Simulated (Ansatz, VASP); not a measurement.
**InSe in VASP and in Ansatz**

```
In Se
1.0
     4.03177    0.00000    0.00000
    -2.01589    3.49162    0.00000
     0.00000    0.00000   16.76237
In Se
4 4
Direct
  0.33333 0.66667 0.16666
  0.66667 0.33333 0.66666
  0.33333 0.66667 0.33334
  0.66667 0.33333 0.83334
  0.33333 0.66667 0.58987
  0.66667 0.33333 0.08987
  0.33333 0.66667 0.91013
  0.66667 0.33333 0.41013
```

Alike in both runs: task single point; functional PBE; dispersion D3(BJ); k mesh 6 × 6 × 2; occupations gaussian, width 0.03 eV; no spin polarisation.

|  | VASP | Ansatz |
| --- | --- | --- |
| version | VASP 6.6.1 | Ansatz 0.2.0 |
| potentials or method | VASP PAW PBE potentials, release 64 (In_d, Se), cutoff 520 eV | scalar-relativistic, plane waves, PAW |
| valence electrons in the cell | 76 | 116 |

```tsv
	VASP	Ansatz	Ansatz less VASP
gap on the k mesh at the Fermi level (eV)	0.36	0.37	+0.013
least direct gap on the mesh (eV)	0.36	0.37	+0.013
pressure (GPa)	0.1	0.0	-0.04
rms of the force components (eV/Å)	0.008	0.001	-0.0065
```

Atom by atom the forces differ by 0.008 eV/Å (rms over components). VASP's potentials hold 76 valence electrons a cell and Ansatz's 116, so a difference there can come from the potentials and not from the codes.
